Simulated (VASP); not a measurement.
Here is a VASP 6.6.1 calculation.

INCAR

```
ALGO = Normal
EDIFF = 1E-6
ENCUT = 520
GGA = PE
ISIF = 2
ISMEAR = 0
ISPIN = 2
LASPH = True
LCHARG = False
LMAXMIX = 4
LORBIT = 11
LREAL = False
LWAVE = False
MAGMOM = 4 0 0 0 0 0 0 0 0 0
NBANDS = 46
NELM = 150
PREC = Accurate
SIGMA = 0.1
```

The input KPOINTS:

```
k-points
0
Gamma
  4 4 4
```

The input POSCAR:

```
MnZnC4N4
1.0
    6.0091509186      0.0000000000      0.0000000000
    0.0000000000      6.0091509186      0.0000000000
    0.0000000000      0.0000000000      6.0091509186
Mn Zn C N
1 1 4 4
Direct
    0.0000000000      0.0000000000      0.0000000000
    0.5000000000      0.5000000000      0.5000000000
    0.1994601166      0.1994601166      0.1994601166
    0.1994601166      0.8005398834      0.8005398834
    0.8005398834      0.1994601166      0.8005398834
    0.8005398834      0.8005398834      0.1994601166
    0.3114572697      0.3114572697      0.3114572697
    0.3114572697      0.6885427303      0.6885427303
    0.6885427303      0.3114572697      0.6885427303
    0.6885427303      0.6885427303      0.3114572697
```

Potentials or basis: VASP PAW PBE potentials, release 64 (Mn_pv, Zn, C, N).

The run is started by

```bash
$ cat potpaw_PBE.64/Mn_pv/POTCAR potpaw_PBE.64/Zn/POTCAR potpaw_PBE.64/C/POTCAR potpaw_PBE.64/N/POTCAR > POTCAR
$ mpirun -np 1 vasp_std > vasp.out
```

**Question.** Predict the largest force.

**Answer.** 0.352 eV/Å.

**Question.** What does it give for the site moments?

**Answer.** Mn +4.14; Zn +0.01; C -0.02; N +0.07 μB.

Forces on the atoms (eV/Å):
```
Mn   0.000  0.000  0.000
Zn   0.000  0.000  0.000
C   -0.203 -0.203 -0.203
C   -0.203  0.203  0.203
C    0.203 -0.203  0.203
C    0.203  0.203 -0.203
N    0.199  0.199  0.199
N    0.199 -0.199 -0.199
N   -0.199  0.199 -0.199
N   -0.199 -0.199  0.199
```

Caveat: a cell with one magnetic atom can't hold antiferromagnetic order, which such compounds often take.
